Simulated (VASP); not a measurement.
## Sb: single point with LDA

Sb:

```
Sb
1.0
     2.15420    1.24373    3.75800
    -2.15420    1.24373    3.75800
     0.00000   -2.48746    3.75800
Sb
2
Direct
  0.76651 0.76651 0.76651
  0.23349 0.23349 0.23349
```

```
Program             : VASP 6.6.1
Task                : single point
Functional          : LDA
Potentials or basis : VASP PAW LDA potentials, release 64 (Sb_d_GW)
Cutoff              : 500 eV
k mesh              : 4 × 4 × 4
Occupations         : fermi-dirac, width 0.05 eV
Spin                : no spin polarisation
```

```yaml
Pressure: -1.1 GPa
Largest_force: 0.230 eV/Å
Band_gap_on_the_k_mesh: 0.09 eV, direct
```

Forces on the atoms (eV/Å):
```
Sb   0.000  0.000  0.230
Sb   0.000  0.000 -0.230
```

Stress tensor (GPa, compression positive):
```
-0.66  0.00  0.00
 0.00 -0.66  0.00
 0.00  0.00 -1.92
```

Levels at points of the mesh, in eV from the valence-band top:
```
           k point  band 13  band 14  band 15  band 16  band 17  band 18
(0.00, 0.00, 0.00)    -1.75    -1.47    -1.47     2.42     2.99     2.99
(0.50, 0.00, 0.00)    -1.59    -1.50     0.00     0.09     0.47     0.79
(0.50, 0.50, 0.00)    -5.13    -3.43    -3.33     1.88     5.18     5.76
(0.50, 0.50, 0.50)    -0.97    -0.97    -0.17     0.43     0.43     1.37
```

Run time: 27 s on 1 thread of AMD EPYC 7R13 Processor (Zen 3), with other jobs on the host, peak memory 0.14 GiB.

Caveat: the k points lie up to 0.44 Å⁻¹ apart; spin-orbit coupling is left out, which moves the levels of the heavy elements. A k mesh can miss the band edges.
